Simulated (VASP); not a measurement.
K4Cl3:

```
CELL_PARAMETERS angstrom
7.64022 0.00000 0.00000
-3.82011 6.61663 0.00000
0.00000 0.00000 5.28647
ATOMIC_POSITIONS crystal
K 0.17877 0.82123 0.50000
K 0.17877 0.35755 0.50000
K 0.64245 0.82123 0.50000
K 0.66667 0.33333 0.00000
Cl 0.81464 0.18536 0.50000
Cl 0.81464 0.62928 0.50000
Cl 0.37072 0.18536 0.50000
```

The cell was generated, and may not be a known phase.

```yaml
Program: VASP 6.6.1
Task: relaxation of cell and atoms
Functional: PBE
Potentials_or_basis: VASP PAW PBE potentials, release 64 (K_sv, Cl)
Cutoff: 600 eV
k_mesh: 3 × 3 × 4
Occupations: gaussian, width 0.1 eV
Spin: no spin polarisation
```

At the start: pressure 10.2 GPa; volume 38.18 Å³/atom.

**Question.** Where does the relaxation end?

**Answer.** Over 11 steps the energy falls by 660.1 meV/atom and the volume is 48.15 Å³/atom (+26.1 %); space group P-6m2 (No. 187, to 0.1 Å) before and after.

The path:
```
step  energy change (eV)  largest force (eV/Å)  pressure (GPa)  volume (Å³)
   1              0.0000                2.7341           10.19       267.24
   2             -4.1547                0.4278           -0.27       368.81
   3             -4.1551                0.4157           -0.22       367.18
   4             -4.2521                0.3745           -0.23       363.95
   5             -4.4756                0.2645           -0.21       353.33
   6             -4.5411                0.2333            0.00       327.68
   7             -4.5882                0.2063           -0.12       338.53
   8             -4.5883                0.2081           -0.11       337.68
   9             -4.6109                0.1027            0.11       332.97
  10             -4.6127                0.0607            0.21       331.26
  11             -4.6207                0.0199            0.08       337.03
```

Final structure:
```
K Cl
1.0
     9.38707    0.00000    0.00000
    -4.69353    8.12944    0.00000
     0.00000    0.00000    4.41645
K Cl
4 3
Direct
  0.17641 0.82359 0.50000
  0.17641 0.35281 0.50000
  0.64719 0.82359 0.50000
  0.66667 0.33333 0.00000
  0.81374 0.18626 0.50000
  0.81374 0.62747 0.50000
  0.37253 0.18626 0.50000
```

Caveat: the volume moved by over 15 % at a fixed basis, so the end points are rough; an odd number of electrons without spin polarisation forces a metal; a magnetic or distorted state may lie lower.
